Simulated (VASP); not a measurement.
A run of VASP 6.6.1:

INCAR

```
SYSTEM = Si3N2
PREC = Accurate ; ENCUT = 520
EDIFF = 1E-6 ; ISMEAR = 0
SIGMA = 0.1 ; LREAL = .False.
LASPH = .True. ; NELM = 60
ALGO = Normal ; ISIF = 2
LWAVE = .False. ; LCHARG = .False.
GGA = PE ; NBANDS = 33
```

Contents of KPOINTS:

```
regular mesh
0
Gamma
  6 6 6
  0 0 0
```

Contents of POSCAR:

```
Si3N2
1.0
    3.0111537476      1.7384904267      4.0057487257
   -3.0111537476      1.7384904267      4.0057487257
    0.0000000000     -3.4769808535      4.0057487257
Si N
6 4
Direct
    0.2499874355      0.2500125645      0.7500000000
    0.7500000000      0.2499874355      0.2500125645
    0.2500125645      0.7500000000      0.2499874355
    0.7500125645      0.7499874355      0.2500000000
    0.2500000000      0.7500125645      0.7499874355
    0.7499874355      0.2500000000      0.7500125645
    0.8706871986      0.8706871986      0.8706871986
    0.6293128014      0.6293128014      0.6293128014
    0.1293128014      0.1293128014      0.1293128014
    0.3706871986      0.3706871986      0.3706871986
```

Potentials or basis: VASP PAW PBE potentials, release 64 (Si, N).

Run with:

```bash
$ cat potpaw_PBE.64/Si/POTCAR potpaw_PBE.64/N/POTCAR > POTCAR
$ mpirun -np 1 vasp_std > vasp.out
```

Hardware: 1 thread of Intel(R) Xeon(R) 6975P-C (Granite Rapids) (shared host).

**Question.** How long does it take, and how much memory?

**Answer.** It took 72 s on 1 thread of Intel(R) Xeon(R) 6975P-C (Granite Rapids), on a shared host, peak memory 0.29 GiB. Counts: scf iterations 15, k points 32.
